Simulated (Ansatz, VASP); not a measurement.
CsBr: VASP beside Ansatz

Contents of POSCAR:

```
CsBr
1.0
    4.2759652543      0.0000000000      0.0000000000
    0.0000000000      4.2759652543      0.0000000000
    0.0000000000      0.0000000000      4.2759652543
Cs Br
1 1
Direct
    0.0000000000      0.0000000000      0.0000000000
    0.5000000000      0.5000000000      0.5000000000
```

INCAR.step1

```
ALGO = Normal
EDIFF = 1E-5
ENCUT = 550
GGA = PE
GGA_COMPAT = F
ISMEAR = 0
LASPH = T
LCHARG = F
LREAL = F
LWAVE = T
NBANDS = 15
NELM = 120
PREC = Accurate
SIGMA = 0.01
```

The input INCAR.step2:

```
ALGO = Normal
EDIFF = 1E-6
ENCUT = 550
GGA_COMPAT = F
ISIF = 2
ISMEAR = 0
ISTART = 1
LASPH = T
LCHARG = F
LMIXTAU = T
LREAL = F
LWAVE = F
METAGGA = R2SCAN
NBANDS = 15
NELM = 120
PREC = Accurate
SIGMA = 0.01
```

File KPOINTS:

```
k-points
0
Gamma
  6 6 6
```

Input for Ansatz:

```yaml
crystal:
  lattice:
    - [4.2759652543, 0.0, 0.0]
    - [0.0, 4.2759652543, 0.0]
    - [0.0, 0.0, 4.2759652543]
  atoms:
    - { symbol: Cs, position: [0.0, 0.0, 0.0] }
    - { symbol: Br, position: [0.5, 0.5, 0.5] }
kpoints:
  mp_grid: { grid: [6, 6, 6] }
hamiltonian:
  xc: r2scan
scf:
  occupations: { method: fixed }
  n_extra_bands: 4
output:
  forces: true
  stress: true
  eigenvalues: true
```

Alike in both runs: task single point; functional r2SCAN; k mesh 6 × 6 × 6; no spin polarisation.

```csv
,VASP,Ansatz
version,VASP 6.6.1,Ansatz 0.2.0
potentials or method,"VASP PAW PBE potentials, release 64 (Cs_sv, Br)","plane waves, PAW"
plane-wave cutoff (eV),550,500
occupations,"gaussian, width 0.01 eV",fixed
valence electrons in the cell,16,16
```

|  | VASP | Ansatz | Ansatz less VASP |
| --- | --- | --- | --- |
| gap on the k mesh at the Fermi level (eV) | 5.32 | 5.33 | +0.015 |
| pressure (GPa) | 0.6 | 0.6 | -0.06 |

VASP's potentials were made for PBE, not for r2SCAN.

Spin-orbit coupling is off throughout.
